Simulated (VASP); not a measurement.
# Ge: single point with PBE

The system is Ge.

```xyz
4
Lattice="4.1190 0.0000 0.0000 -2.0595 3.5672 0.0000 0.0000 0.0000 6.7929" Properties=species:S:1:pos:R:3 pbc="T T T"
Ge    2.0595    1.1891    0.4255
Ge    0.0000    2.3781    3.8220
Ge    2.0595    1.1891    2.9709
Ge    0.0000    2.3781    6.3674
```

This cell differs from its parent crystal: equal strain along all axes, cell held: +1.5 %, then relaxed in part.

```
Program             : VASP 6.6.1
Task                : single point
Functional          : PBE
Potentials or basis : VASP PAW PBE potentials, release 64 (Ge_d)
Cutoff              : 520 eV
k mesh              : 15 × 15 × 8
Occupations         : gaussian, width 0.1 eV
Spin                : no spin polarisation
```

```json
{
 "Pressure": "-2.4 GPa",
 "Band gap on the k mesh": "zero (band 28 reaches 4.14 eV, above the bottom of band 29 at 4.02 eV)"
}
```

Forces on the atoms (eV/Å):
```
Ge   0.000  0.000  0.002
Ge   0.000  0.000  0.002
Ge   0.000  0.000 -0.002
Ge   0.000  0.000 -0.002
```

Levels at points of the mesh, in eV from the Fermi level:
```tsv
k point	band 24	band 25	band 26	band 27	band 28	band 29	band 30	band 31	band 32	band 33
(0.00, 0.00, 0.00)	-1.36	-1.36	-0.81	-0.33	-0.14	0.07	0.07	2.24	2.24	2.65
(0.00, 0.00, 0.50)	-4.72	-0.80	-0.80	-0.80	-0.80	0.39	0.39	3.27	3.27	3.27
```

Run time: 3.2 min on 1 thread of Intel(R) Xeon(R) 6975P-C (Granite Rapids) (shared host), peak memory 0.45 GiB.

Caveat: the cell differs from its parent crystal (equal strain along all axes, cell held: +1.5 %, then relaxed in part).
